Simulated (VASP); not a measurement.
# AlRu (CsCl type) (Pm-3m) in VASP: further runs

Runs on AlRu (CsCl type). Level: PBE. Tasks: single point.

All numbers are computed with VASP 6.6.1; they aren't measurements. Logs are shortened: lines on timing, memory, paths and dates and some standing lists are left out, and cuts for length are marked.

### Step 1. The cell of the first run

Symmetry: Pm-3m, No. 221, cubic system. The conventional cell has a = 2.816 Å, b = 2.816 Å, c = 2.816 Å, α = 90.00°, β = 90.00°, γ = 90.00°. Within 3.2 Å of Ru (site symmetry m-3m) lie 8 Al at 2.44 Å and 6 Ru at 2.82 Å. Al (site symmetry m-3m) has 8 Ru at 2.44 Å and 6 Al at 2.82 Å within 3.2 Å.

### Step 2. Single point, PBE

INCAR reads:

```
  PREC = Accurate
  ENCUT = 520
  EDIFF = 1E-7
  ISMEAR = -1
  SIGMA = 0.05
  LREAL = False
  LASPH = True
  NELM = 80
  ALGO = Normal
  ISIF = 2
  LWAVE = False
  LCHARG = False
  GGA = PE
  NBANDS = 16
```

KPOINTS reads:

```
Automatic mesh
0
Gamma
  14 14 14
```

POSCAR reads:

```
AlRu
1.0
    2.8164697810      0.0000000000      0.0000000000
    0.0000000000      2.8164697810      0.0000000000
    0.0000000000      0.0000000000      2.8164697810
Ru Al
1 1
Direct
    0.0000000000      0.0000000000      0.0000000000
    0.5000000000      0.5000000000      0.5000000000
```

Potentials or basis: VASP PAW PBE potentials, release 64 (Ru_pv, Al).

On the command line:

```sh
> cat potpaw_PBE.64/Ru_pv/POTCAR potpaw_PBE.64/Al/POTCAR > POTCAR
> mpirun -np 1 vasp_std > vasp.out
```

OUTCAR:

```text
PREC = Accurate
   ENCUT = 520
   EDIFF = 1E-7
   ISMEAR = -1
   LREAL = False
   LASPH = True
   NELM = 80
   ISIF = 2
   GGA = PE

 ion  position               nearest neighbor table
   1  0.000  0.000  0.000-   2 2.44   2 2.44   2 2.44   2 2.44   2 2.44   2 2.44   2 2.44   2 2.44

   2  0.500  0.500  0.500-   1 2.44   1 2.44   1 2.44   1 2.44   1 2.44   1 2.44   1 2.44   1 2.44

  LATTYP: Found a simple cubic cell.
 ALAT       =     2.8164697810

  Lattice vectors:

 A1 = (   2.8164697810,   0.0000000000,   0.0000000000)
 A2 = (   0.0000000000,   2.8164697810,   0.0000000000)
 A3 = (   0.0000000000,   0.0000000000,   2.8164697810)

Analysis of symmetry for initial positions (statically):
=====================================================================
 Subroutine PRICEL returns:
 Original cell was already a primitive cell.

 Routine SETGRP: Setting up the symmetry group for a
 simple cubic supercell.

 Subroutine GETGRP returns: Found 48 space group operations
 (whereof 48 operations were pure point group operations)
 out of a pool of 48 trial point group operations.

The static configuration has the point symmetry O_h .

Analysis of symmetry for dynamics (positions and initial velocities):
=====================================================================
 Subroutine PRICEL returns:
 Original cell was already a primitive cell.

 Routine SETGRP: Setting up the symmetry group for a
 simple cubic supercell.

 Subroutine GETGRP returns: Found 48 space group operations
 (whereof 48 operations were pure point group operations)
 out of a pool of 48 trial point group operations.

The dynamic configuration has the point symmetry O_h .

 Subroutine INISYM returns: Found 48 space group operations
 (whereof 48 operations are pure point group operations),
 and found     1 'primitive' translations

----------------------------------------------------------------------------------------

                                     Primitive cell

  volume of cell :      22.3417

  direct lattice vectors                    reciprocal lattice vectors
     2.816469781  0.000000000  0.000000000     0.355054404  0.000000000  0.000000000
     0.000000000  2.816469781  0.000000000     0.000000000  0.355054404  0.000000000
     0.000000000  0.000000000  2.816469781     0.000000000  0.000000000  0.355054404

  length of vectors
     2.816469781  2.816469781  2.816469781     0.355054404  0.355054404  0.355054404

  position of ions in fractional coordinates (direct lattice)
     0.000000000  0.000000000  0.000000000
     0.500000000  0.500000000  0.500000000

  ion indices of the primitive-cell ions
   primitive index   ion index
                 1           1
                 2           2

----------------------------------------------------------------------------------------

 KPOINTS: Automatic mesh

Automatic generation of k-mesh.
 Grid dimensions read from file:
 generate k-points for:   14   14   14

 Generating k-lattice:

  Cartesian coordinates                     Fractional coordinates (reciprocal lattice)
     0.025361029  0.000000000  0.000000000     0.071428571  0.000000000  0.000000000
     0.000000000  0.025361029  0.000000000     0.000000000  0.071428571  0.000000000
     0.000000000  0.000000000  0.025361029     0.000000000  0.000000000  0.071428571

  Length of vectors
     0.025361029  0.025361029  0.025361029

  Shift w.r.t. Gamma in fractional coordinates (k-lattice)
     0.000000000  0.000000000  0.000000000

 Subroutine IBZKPT returns following result:
 ===========================================

 Found    120 irreducible k-points:

 Following reciprocal coordinates:
            Coordinates               Weight
  0.000000  0.000000  0.000000      1.000000
  0.071429  0.000000  0.000000      6.000000
  0.142857  0.000000  0.000000      6.000000
  0.214286  0.000000  0.000000      6.000000
  0.285714  0.000000  0.000000      6.000000
  0.357143  0.000000  0.000000      6.000000
[... 16 lines left out ...]
  0.285714  0.214286  0.000000     24.000000
  0.357143  0.214286  0.000000     24.000000
 [... further k-points ...]
   k-points           NKPTS =    120   k-points in BZ     NKDIM =    120   number of bands    NBANDS=     16
   number of dos      NEDOS =    301   number of ions     NIONS =      2
   total plane-waves  NPLWV =  13824
   dimension x,y,z NGX =    24 NGY =   24 NGZ =   24
   dimension x,y,z NGXF=    48 NGYF=   48 NGZF=   48
   ions per type =               1   1
   NGX,Y,Z   is equivalent  to a cutoff of  14.17, 14.17, 14.17 a.u.
   NGXF,Y,Z  is equivalent  to a cutoff of  28.33, 28.33, 28.33 a.u.
 SYSTEM =  unknown system
   PREC   = accura    normal or accurate (medium, high low for compatibility)
   ISTART =      0    job   : 0-new  1-cont  2-samecut
   ICHARG =      2    charge: 1-file 2-atom 10-const
   ISPIN  =      1    spin polarized calculation?
   LNONCOLLINEAR =      F non collinear calculations
   LSORBIT =      F    spin-orbit coupling
   LASPH  =      T    aspherical Exc in radial PAW
   ENCUT  =  520.0 eV  38.22 Ry    6.18 a.u.   5.24  5.24  5.24*2*pi/ulx,y,z
   NELM   =     80;   NELMIN=  2; NELMDL= -5     # of ELM steps
   EDIFF  = 0.1E-06   stopping-criterion for ELM
   LREAL  =      F    real-space projection
   EDIFFG = 0.1E-05   stopping-criterion for IOM
   NSW    =      0    number of steps for IOM
   IBRION =     -1    ionic relax: 0-MD 1-quasi-New 2-CG
   NFREE  =      0    steps in history (QN), initial steepest desc. (CG)
   ISIF   =      2    stress and relaxation
   ISYM   =      2    0-nonsym 1-usesym 2-fastsym
   POTIM  = 0.5000    time-step for ionic-motion
   TEBEG  =    0.0;   TEEND  =   0.0 temperature during run
   PSTRESS=    0.0 pullay stress
   NELECT =      17.0000    total number of electrons
   NUPDOWN=      -1.0000    fix difference up-down
   EMIN   =  10.00;   EMAX   =-10.00  energy-range for DOS
   EFERMI =   0.00;   METHOD = LEGACY
   ISMEAR =    -1;   SIGMA  =   0.05  broadening in eV -4-tet -1-fermi 0-gaus
   EFERMI_NEDOS =   21; number of points for ismear=-14 and -15
   IALGO  =     38    algorithm
   IMIX   =      4    mixing-type and parameters
     AMIX     =   0.40;   BMIX     =  1.00
     AMIX_MAG =   1.60;   BMIX_MAG =  1.00
  volume/ion in A,a.u.               =      11.17        75.38
  Fermi-wavevector in a.u.,A,eV,Ry     =   1.494581  2.824348 30.392307  2.233772
  Thomas-Fermi vector in A             =   2.606835
   LORBIT       =      0    0 simple, 1 ext, 2 COOP (PROOUT), +10 PAW based schemes
   GGA     = PE    functional components
   LHFCALC =     F    Hartree Fock is set to
   AEXX    =    0.0000 exact exchange contribution
   IVDW    =     0    specifies the selected vdW correction
   LEPSILON=     F    determine dielectric tensor
   LRPA    =     F    only Hartree local field effects (RPA)
 non-spin polarized calculation
  energy-cutoff  :      520.00
  volume of cell :       22.34
 maximum number of plane-waves:       624
 NGX is ok and might be reduce to    24
   NGX = 11   NGY = 11   NGZ = 11

 number of electron      16.9999996 magnetization

 Free energy of the ion-electron system (eV)
  ---------------------------------------------------
  ext. energy  EPLUGINS =         0.00000000
  ---------------------------------------------------
  free energy    TOTEN  =       -13.50588752 eV

  energy without entropy =      -13.49412022  energy(sigma->0) =      -13.50000387

 E-fermi :  13.5046     XC(G=0): -13.5237

 val. band max:       13.4975989228   @ k =   0.1429   0.0714   0.0714
 cond. band min:      13.5070226033   @ k =   0.3571   0.1429   0.0000
 fundamental gap:      0.0094236805
 Fermi energy:        13.5045814942

 k-point     1 :       0.0000    0.0000    0.0000
  band No.  band energies     occupation
      1     -28.3245      2.00000
      2     -28.3245      2.00000
      3     -28.3245      2.00000
      4       2.7352      2.00000
      5       8.8169      2.00000
      6       8.8169      2.00000
[... 8 lines left out ...]
     15      25.6382      0.00000
     16      32.3381      0.00000

 k-point     2 :       0.0714    0.0000    0.0000
  band No.  band energies     occupation
      1     -28.3452      2.00000
      2     -28.3227      2.00000
      3     -28.3227      2.00000
      4       2.8511      2.00000
      5       8.8608      2.00000
      6       8.8750      2.00000
[... 8 lines left out ...]
     15      26.0173      0.00000
     16      32.6405      0.00000

 k-point     3 :       0.1429    0.0000    0.0000
  band No.  band energies     occupation
      1     -28.4030      2.00000
      2     -28.3178      2.00000
      3     -28.3178      2.00000
      4       3.1908      2.00000
      5       8.9871      2.00000
      6       9.0204      2.00000
[... 8 lines left out ...]
     15      26.8691      0.00000
     16      33.5092      0.00000

 k-point     4 :       0.2143    0.0000    0.0000
  band No.  band energies     occupation
      1     -28.4858      2.00000
      2     -28.3108      2.00000
      3     -28.3108      2.00000
      4       3.7319      2.00000
      5       9.1613      2.00000
      6       9.1797      2.00000
[... 8 lines left out ...]
     15      27.6295      0.00000
     16      32.5040      0.00000
[... 324 lines left out ...]
 k-point    22 :       0.2143    0.2143    0.0000
  band No.  band energies     occupation
      1     -28.4746      2.00000
      2     -28.4627      2.00000
      3     -28.2969      2.00000
      4       4.6319      2.00000
      5       9.2806      2.00000
      6       9.7781      2.00000
[... 8 lines left out ...]
     15      29.2710      0.00000
     16      30.6709      0.00000

 k-point    23 :       0.2857    0.2143    0.0000
  band No.  band energies     occupation
      1     -28.5579      2.00000
      2     -28.4585      2.00000
      3     -28.2889      2.00000
      4       5.2487      2.00000
      5       9.1482      2.00000
      6      10.0496      2.00000
[... 8 lines left out ...]
     15      29.4173      0.00000
     16      30.3666      0.00000

 k-point    24 :       0.3571    0.2143    0.0000
  band No.  band energies     occupation
      1     -28.6370      2.00000
      2     -28.4498      2.00000
      3     -28.2817      2.00000
      4       5.9475      2.00000
      5       8.7599      2.00000
      6      10.2629      2.00000
[... 8 lines left out ...]
     15      28.0628      0.00000
     16      29.4325      0.00000

 [... further k-points ...]
[... 5 lines left out ...]
  --------------------------------------------------------------------------------------
  -------------------------------------------------------------------------------------
  Total        8.3913817      8.3913817      8.3913817     -0.0000000      0.0000000     -0.0000000
  in kB      601.7675555    601.7675555    601.7675555     -0.0000000      0.0000000     -0.0000000
  external PRESSURE =     601.7675555 kB  Pullay stress =       0.0000000 kB

 VOLUME and BASIS-vectors are now :
 -----------------------------------------------------------------------------
  energy-cutoff  :      520.00
  volume of cell :       22.34
      direct lattice vectors                 reciprocal lattice vectors
     2.816469781  0.000000000  0.000000000     0.355054404  0.000000000  0.000000000
     0.000000000  2.816469781  0.000000000     0.000000000  0.355054404  0.000000000
     0.000000000  0.000000000  2.816469781     0.000000000  0.000000000  0.355054404

 POSITION                                       TOTAL-FORCE (eV/Angst)
 -----------------------------------------------------------------------------------
      0.00000      0.00000      0.00000         0.000000      0.000000      0.000000
      1.40823      1.40823      1.40823         0.000000      0.000000      0.000000
 -----------------------------------------------------------------------------------
    total drift:                                0.000000      0.000000      0.000000

  FREE ENERGIE OF THE ION-ELECTRON SYSTEM (eV)
  ---------------------------------------------------
  free  energy   TOTEN  =       -13.5058875209 eV

  energy  without entropy=      -13.4941202203  energy(sigma->0) =      -13.50000387
```

It took 50 s on 1 thread of Intel Xeon 8259CL, shared host; peak memory 0.17 GiB.

Results:

```
Free energy            : -13.5059 eV
Pressure               : 60.2 GPa
Band gap on the k mesh : zero (an odd number of electrons rules out a gap without spin polarisation)
```

Levels at points of the mesh, in eV from the Fermi level:
| k point | band 5 | band 6 | band 7 | band 8 | band 9 | band 10 | band 11 | band 12 | band 13 | band 14 |
| --- | --- | --- | --- | --- | --- | --- | --- | --- | --- | --- |
| (0.00, 0.00, 0.00) | -4.69 | -4.69 | 0.23 | 0.23 | 0.23 | 7.03 | 7.03 | 7.03 | 12.08 | 12.08 |
| (0.50, 0.00, 0.00) | -5.78 | -3.64 | -2.04 | -2.04 | 0.58 | 3.06 | 7.23 | 11.98 | 11.98 | 12.13 |
| (0.50, 0.50, 0.00) | -3.88 | -1.58 | -1.58 | -1.45 | -1.45 | 2.04 | 6.65 | 8.27 | 12.08 | 12.14 |
| (0.50, 0.50, 0.50) | -5.77 | -5.77 | 2.17 | 2.17 | 3.72 | 4.65 | 4.65 | 4.65 | 10.39 | 10.39 |

Caveat: the cell stands under pressure.

### Step 3. Single point, PBE

INCAR reads:

```
PREC = Accurate
ENCUT = 520
EDIFF = 1E-7
ISMEAR = -1
SIGMA = 0.05
LREAL = F
LASPH = T
NELM = 60
ALGO = Normal
ISIF = 2
LWAVE = F
LCHARG = F
GGA = PE
NBANDS = 16
```

KPOINTS is that of step 2.

POSCAR reads:

```
AlRu
1.0
    2.8159671336      0.0000000000      0.0000000000
    0.0000000000      2.8159671336      0.0000000000
    0.0000000000      0.0000000000      2.8159671336
Ru Al
1 1
Direct
    0.0000000000      0.0000000000      0.0000000000
    0.5000000000      0.5000000000      0.5000000000
```

Potentials or basis: VASP PAW PBE potentials, release 64 (Ru_pv, Al).

On the command line:

```sh
> cat potpaw_PBE.64/Ru_pv/POTCAR potpaw_PBE.64/Al/POTCAR > POTCAR
> mpirun -np 1 vasp_std > vasp.out
```

OUTCAR:

```text
PREC = Accurate
   ENCUT = 520
   EDIFF = 1E-7
   ISMEAR = -1
   LREAL = F
   LASPH = T
   NELM = 60
   ISIF = 2
   GGA = PE

 ion  position               nearest neighbor table
   1  0.000  0.000  0.000-   2 2.44   2 2.44   2 2.44   2 2.44   2 2.44   2 2.44   2 2.44   2 2.44

   2  0.500  0.500  0.500-   1 2.44   1 2.44   1 2.44   1 2.44   1 2.44   1 2.44   1 2.44   1 2.44

  LATTYP: Found a simple cubic cell.
 ALAT       =     2.8159671336

  Lattice vectors:

 A1 = (   2.8159671336,   0.0000000000,   0.0000000000)
 A2 = (   0.0000000000,   2.8159671336,   0.0000000000)
 A3 = (   0.0000000000,   0.0000000000,   2.8159671336)

Analysis of symmetry for initial positions (statically):
=====================================================================
 Subroutine PRICEL returns:
 Original cell was already a primitive cell.

 Routine SETGRP: Setting up the symmetry group for a
 simple cubic supercell.

 Subroutine GETGRP returns: Found 48 space group operations
 (whereof 48 operations were pure point group operations)
 out of a pool of 48 trial point group operations.

The static configuration has the point symmetry O_h .

Analysis of symmetry for dynamics (positions and initial velocities):
=====================================================================
 Subroutine PRICEL returns:
 Original cell was already a primitive cell.

 Routine SETGRP: Setting up the symmetry group for a
 simple cubic supercell.

 Subroutine GETGRP returns: Found 48 space group operations
 (whereof 48 operations were pure point group operations)
 out of a pool of 48 trial point group operations.

The dynamic configuration has the point symmetry O_h .

 Subroutine INISYM returns: Found 48 space group operations
 (whereof 48 operations are pure point group operations),
 and found     1 'primitive' translations

----------------------------------------------------------------------------------------

[... 105 lines left out ...]
   EMIN   =  10.00;   EMAX   =-10.00  energy-range for DOS
   EFERMI =   0.00;   METHOD = LEGACY
   ISMEAR =    -1;   SIGMA  =   0.05  broadening in eV -4-tet -1-fermi 0-gaus
   EFERMI_NEDOS =   21; number of points for ismear=-14 and -15
   IALGO  =     38    algorithm
   IMIX   =      4    mixing-type and parameters
     AMIX     =   0.40;   BMIX     =  1.00
     AMIX_MAG =   1.60;   BMIX_MAG =  1.00
  volume/ion in A,a.u.               =      11.16        75.34
  Fermi-wavevector in a.u.,A,eV,Ry     =   1.494848  2.824852 30.403158  2.234569
  Thomas-Fermi vector in A             =   2.607068
   LORBIT       =      0    0 simple, 1 ext, 2 COOP (PROOUT), +10 PAW based schemes
   GGA     = PE    functional components
   LHFCALC =     F    Hartree Fock is set to
   AEXX    =    0.0000 exact exchange contribution
   IVDW    =     0    specifies the selected vdW correction
   LEPSILON=     F    determine dielectric tensor
   LRPA    =     F    only Hartree local field effects (RPA)
 non-spin polarized calculation
  energy-cutoff  :      520.00
  volume of cell :       22.33
 maximum number of plane-waves:       624
 NGX is ok and might be reduce to    24
   NGX = 11   NGY = 11   NGZ = 11

 number of electron      16.9999996 magnetization

 Free energy of the ion-electron system (eV)
  ---------------------------------------------------
  ext. energy  EPLUGINS =         0.00000000
  ---------------------------------------------------
  free energy    TOTEN  =       -13.50138242 eV

  energy without entropy =      -13.48962516  energy(sigma->0) =      -13.49550379

 E-fermi :  13.5136     XC(G=0): -13.5266

 val. band max:       13.5065128403   @ k =   0.1429   0.0714   0.0714
 cond. band min:      13.5159231085   @ k =   0.3571   0.1429   0.0000
 fundamental gap:      0.0094102682
 Fermi energy:        13.5135760128

 k-point     1 :       0.0000    0.0000    0.0000
  band No.  band energies     occupation
      1     -28.3157      2.00000
      2     -28.3157      2.00000
      3     -28.3157      2.00000
      4       2.7408      2.00000
      5       8.8221      2.00000
      6       8.8221      2.00000
[... 433 lines left out ...]
      3     -28.2729      2.00000
      4       5.9543      2.00000
      5       8.7662      2.00000
      6      10.2696      2.00000
[... 8 lines left out ...]
     15      28.0782      0.00000
     16      29.4462      0.00000

 [... further k-points ...]
[... 5 lines left out ...]
  --------------------------------------------------------------------------------------
  -------------------------------------------------------------------------------------
  Total        8.4198333      8.4198333      8.4198333      0.0000000      0.0000000      0.0000000
  in kB      604.1312889    604.1312889    604.1312889      0.0000000      0.0000000      0.0000000
  external PRESSURE =     604.1312889 kB  Pullay stress =       0.0000000 kB

 VOLUME and BASIS-vectors are now :
 -----------------------------------------------------------------------------
  energy-cutoff  :      520.00
  volume of cell :       22.33
      direct lattice vectors                 reciprocal lattice vectors
     2.815967134  0.000000000  0.000000000     0.355117781  0.000000000  0.000000000
     0.000000000  2.815967134  0.000000000     0.000000000  0.355117781  0.000000000
     0.000000000  0.000000000  2.815967134     0.000000000  0.000000000  0.355117781

 POSITION                                       TOTAL-FORCE (eV/Angst)
 -----------------------------------------------------------------------------------
      0.00000      0.00000      0.00000         0.000000      0.000000      0.000000
      1.40798      1.40798      1.40798         0.000000      0.000000      0.000000
 -----------------------------------------------------------------------------------
    total drift:                                0.000000      0.000000      0.000000

  FREE ENERGIE OF THE ION-ELECTRON SYSTEM (eV)
  ---------------------------------------------------
  free  energy   TOTEN  =       -13.5013824244 eV

  energy  without entropy=      -13.4896251646  energy(sigma->0) =      -13.49550379
```

It took 51 s on 1 thread of Intel Xeon 8259CL, shared host; peak memory 0.17 GiB.

What came out:

- Free energy: -13.5014 eV
- Pressure: 60.4 GPa
- Band gap on the k mesh: zero (an odd number of electrons rules out a gap without spin polarisation)

Caveat: the cell stands under pressure.
